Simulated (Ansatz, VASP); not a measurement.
# SnSe2: VASP beside Ansatz

```xyz
3
Lattice="3.8110 0.0000 0.0000 -1.9055 3.3004 0.0000 0.0000 0.0000 6.1360" Properties=species:S:1:pos:R:3 pbc="T T T"
Sn    0.0000    0.0000    0.0000
Se    1.9055    1.1001    4.6081
Se    0.0000    2.2003    1.5279
```

Alike in both runs: functional PBE; k mesh 5 × 5 × 3; occupations fermi-dirac, width 0.05 eV; no spin polarisation.

```csv
,VASP,Ansatz
version,VASP 6.6.1,Ansatz 0.2.0
potentials or method,"VASP PAW PBE potentials, release 64 (Sn_d, Se)",Ansatz PAW
plane-wave cutoff (eV),520,420
valence electrons in the cell,26,46
task,single point,projected density of states
```

Ansatz gave:

```
gap on the k mesh at the Fermi level (eV)                     : 0.80
least direct gap on the mesh (eV)                             : 1.10
pressure (GPa)                                                : 5.7
traceless stress, the component that is largest in VASP (GPa) : 0.77
rms of the force components (eV/Å)                            : 0.351
```

Question: What did VASP give for the same quantities?

Answer: gap on the k mesh at the Fermi level (eV): 0.79; least direct gap on the mesh (eV): 1.09; pressure (GPa): 5.8; traceless stress, the component that is largest in VASP (GPa): 0.77; rms of the force components (eV/Å): 0.358.

Atom by atom the forces differ by 0.008 eV/Å (rms over components). The functional is the same, so the differences come from potentials, cutoffs and numerics. VASP's potentials hold 26 valence electrons a cell and Ansatz's 46, so a difference there can come from the potentials and not from the codes.

Noted on Ansatz's run: odd divisions of the mesh miss points on the zone boundary, where band edges often lie, so the gap on the mesh can be too wide.
